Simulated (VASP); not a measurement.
# Cs (Im-3m) in VASP: notebook, part 2 of 2

VASP 6.6.1. Earlier steps stand in the parts before.

## (3) Relaxation of cell and atoms, r2SCAN

This run uses another cell than the first one, of 111.66 Å³/atom.

The input, POSCAR:

```
Cs
1.0
   -3.0335000000      3.0335000000      3.0335000000
    3.0335000000     -3.0335000000      3.0335000000
    3.0335000000      3.0335000000     -3.0335000000
Cs
1
Direct
    0.0000000000      0.0000000000      0.0000000000
```

The input, INCAR.step1:

```
SYSTEM = Cs
ALGO = Normal
EDIFF = 1E-5
EDIFFG = -0.005
ENCUT = 550
GGA = PE
GGA_COMPAT = .False.
IBRION = 2
ISIF = 3
ISMEAR = -1
LASPH = .True.
LCHARG = .False.
LREAL = .False.
LWAVE = .True.
NELM = 120
NELMIN = 4
NSW = 100
PREC = Accurate
SIGMA = 0.1
```

The input, INCAR.step2:

```
SYSTEM = Cs
ALGO = Normal
EDIFF = 1E-7
EDIFFG = -0.03
ENCUT = 550
GGA_COMPAT = .False.
IBRION = 2
ISIF = 3
ISMEAR = -1
ISTART = 1
LASPH = .True.
LCHARG = .False.
LMIXTAU = .True.
LREAL = .False.
LWAVE = .False.
METAGGA = R2SCAN
NELM = 120
NELMIN = 4
NSW = 60
PREC = Accurate
SIGMA = 0.1
```

The input, KPOINTS:

```
k-points
0
Gamma
  5 5 5
  0 0 0
```

Potentials or basis: VASP PAW PBE potentials, release 64 (Cs_sv).

Launch:

```sh
cat potpaw_PBE.64/Cs_sv/POTCAR > POTCAR
cp INCAR.step1 INCAR
mpirun -np 1 vasp_std > vasp.out
cp INCAR.step2 INCAR
mpirun -np 1 vasp_std > vasp.out
```

OUTCAR:

```text
SYSTEM = Cs
   EDIFF = 1E-7
   EDIFFG = -0.03
   ENCUT = 550
   IBRION = 2
   ISIF = 3
   ISMEAR = -1
   ISTART = 1
   LASPH = .True.
   LREAL = .False.
   METAGGA = R2SCAN
   NELM = 120
   NELMIN = 4
   NSW = 60
   PREC = Accurate

 ion  position               nearest neighbor table
   1  0.000  0.000  0.000-

  LATTYP: Found a body centered cubic cell.
 ALAT       =     6.0670000000

  Lattice vectors:

 A1 = (  -3.0335000000,   3.0335000000,   3.0335000000)
 A2 = (   3.0335000000,  -3.0335000000,   3.0335000000)
 A3 = (   3.0335000000,   3.0335000000,  -3.0335000000)

Analysis of symmetry for initial positions (statically):
=====================================================================
 Subroutine PRICEL returns:
 Original cell was already a primitive cell.

 Routine SETGRP: Setting up the symmetry group for a
 body centered cubic supercell.

 Subroutine GETGRP returns: Found 48 space group operations
 (whereof 48 operations were pure point group operations)
 out of a pool of 48 trial point group operations.

The static configuration has the point symmetry O_h .

[... 129 lines left out ...]
  volume of cell :      111.66
 maximum number of plane-waves:      3319
   NGX = 21   NGY = 21   NGZ = 21

--------------------------------------- Ionic step        1  -------------------------------------------

 number of electron       8.9999999 magnetization

 Free energy of the ion-electron system (eV)
  ---------------------------------------------------
  ext. energy  EPLUGINS =         0.00000000
  ---------------------------------------------------
  free energy    TOTEN  =       -25.03783554 eV

  energy without entropy =      -25.00388810  energy(sigma->0) =      -25.02086182

------------------------ aborting loop because EDIFF is reached ----------------------------------------

  FORCE on cell =-STRESS in cart. coord.  units (eV):
  Direction    XX          YY          ZZ          XY          YZ          ZX
  --------------------------------------------------------------------------------------
  -------------------------------------------------------------------------------------
  Total        0.1370769      0.1370769      0.1370769      0.0000000      0.0000000      0.0000000
  in kB        1.9669023      1.9669023      1.9669023      0.0000000      0.0000000      0.0000000
  external PRESSURE =       1.9669023 kB  Pullay stress =       0.0000000 kB
[... 57 lines left out ...]
--------------------------------------- Ionic step        3  -------------------------------------------

 number of electron       9.0000001 magnetization

 Free energy of the ion-electron system (eV)
  ---------------------------------------------------
  ext. energy  EPLUGINS =         0.00000000
  ---------------------------------------------------
  free energy    TOTEN  =       -25.04375046 eV

  energy without entropy =      -25.00936844  energy(sigma->0) =      -25.02655945

 E-fermi :   0.4297     XC(G=0):  -5.5072

 val. band max:        0.1714441102   @ k =   0.4000   0.0000   0.0000
 cond. band min:       0.4989100518   @ k =  -0.4000   0.4000   0.2000
 fundamental gap:      0.3274659416
 Fermi energy:         0.4297272372

 k-point     1 :       0.0000    0.0000    0.0000
  band No.  band energies     occupation
      1     -24.3992      2.00000
      2     -10.7724      2.00000
      3     -10.7724      2.00000
      4     -10.7724      2.00000
      5      -1.3065      2.00000
      6       3.2054      0.00000
      7       3.2054      0.00000
      8       3.2054      0.00000
[... 125 lines left out ...]
  FREE ENERGIE OF THE ION-ELECTRON SYSTEM (eV)
  ---------------------------------------------------
  free  energy   TOTEN  =       -25.0437504571 eV

  energy  without entropy=      -25.0093684431  energy(sigma->0) =      -25.02655945

 reached required accuracy - stopping structural energy minimisation
```

OSZICAR.step1:

```text
N       E                     dE             d eps       ncg     rms          rms(c)
DAV:   1     0.583119952103E+02    0.58312E+02   -0.30602E+03   160   0.822E+02
DAV:   2     0.443588369687E+01   -0.53876E+02   -0.49529E+02   224   0.123E+02
DAV:   3    -0.816729538815E+00   -0.52526E+01   -0.52526E+01   168   0.483E+01
DAV:   4    -0.874912093361E+00   -0.58183E-01   -0.58182E-01   304   0.622E+00
[... 25 lines left out ...]
       N       E                     dE             d eps       ncg     rms          rms(c)
DAV:   1    -0.878629433132E+00   -0.14926E-02   -0.32683E-02   160   0.117E+00    0.158E-01
DAV:   2    -0.877507220408E+00    0.11222E-02   -0.15192E-03   160   0.247E-01    0.727E-02
DAV:   3    -0.877147911949E+00    0.35931E-03   -0.13475E-03   176   0.221E-01    0.151E-02
DAV:   4    -0.877143713406E+00    0.41985E-05   -0.48811E-06   104   0.201E-02
   5 F= -.87714371E+00 E0= -.85920048E+00  d E =-.993215E-03
```

It took 5.4 min on 1 thread of Oxide Virtual Turin-like, shared host; peak memory 0.22 GiB.

Results:

| Quantity | Value |
| --- | --- |
| Free energy | -25.0438 eV |
| Relaxed volume | 120.76 Å³/atom |
| Relaxed cell | a = 5.393 Å, b = 5.393 Å, c = 5.393 Å, α = 109.47°, β = 109.47°, γ = 109.47° |
| Space group after relaxing (to 0.1 Å) | Im-3m (No. 229) |
| Energy gained by relaxing | 5.9 meV/atom |
| Ionic steps | 3 |
| Pressure after relaxing | 0.0 GPa |
| Band gap on the k mesh | zero (an odd number of electrons rules out a gap without spin polarisation) |

The path:
| step | energy change (eV) | largest force (eV/Å) | pressure (GPa) | volume (Å³) |
| --- | --- | --- | --- | --- |
| 1 | 0.0000 | 0.0000 | 0.20 | 111.66 |
| 2 | -0.0024 | 0.0000 | 0.15 | 113.89 |
| 3 | -0.0059 | 0.0000 | 0.02 | 120.76 |

Final structure:
```cif
data_structure
_symmetry_space_group_name_H-M 'P 1'
_symmetry_Int_Tables_number 1
_cell_length_a 5.3932
_cell_length_b 5.3932
_cell_length_c 5.3932
_cell_angle_alpha 109.471
_cell_angle_beta 109.471
_cell_angle_gamma 109.471
_cell_volume 120.76
loop_
_atom_site_label
_atom_site_type_symbol
_atom_site_fract_x
_atom_site_fract_y
_atom_site_fract_z
_atom_site_occupancy
Cs1 Cs 0.00000 0.00000 0.00000 1
```

Levels at points of the mesh, in eV from the Fermi level:
```tsv
k point	band 2	band 3	band 4	band 5	band 6	band 7
(0.00, 0.00, 0.00)	-11.20	-11.20	-11.20	-1.74	2.78	2.78
```

Caveat: the PAW data sets were made with another functional, which shifts forces and pressure a little; spin-orbit coupling is left out, which moves the levels of the heavy elements. Zero-point motion and thermal expansion aren't in these numbers.

The gap in the log of VASP goes by the Fermi energy; the results here count the filled bands.